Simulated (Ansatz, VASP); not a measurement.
# Ru: VASP beside Ansatz

```
Ru
1.0
    -1.46828    1.46828    1.46828
     1.46828   -1.46828    1.46828
     1.46828    1.46828   -1.46828
Ru
1
Cartesian
  0.0000 0.0000 0.0000
```

Change from the starting cell: volume scaled by 0.888, to set the pressure.

Alike in both runs: task single point; functional PBE; k mesh 19 × 19 × 19; occupations fermi-dirac, width 0.1 eV; no spin polarisation.

```csv
,VASP,Ansatz
version,VASP 6.6.1,Ansatz 0.2.0
potentials or method,"VASP PAW PBE potentials, release 64 (Ru_pv)","PAW with Ansatz's default frozen-core files, scalar-relativistic"
plane-wave cutoff (eV),500,420
valence electrons in the cell,14,16
```

```tsv
	VASP	Ansatz	Ansatz less VASP
pressure (GPa)	43.9	43.8	-0.11
```

Both programs put the cell under a high pressure, so it lies far from rest at this level. VASP's potentials hold 14 valence electrons a cell and Ansatz's 16, so a difference there can come from the potentials and not from the codes.
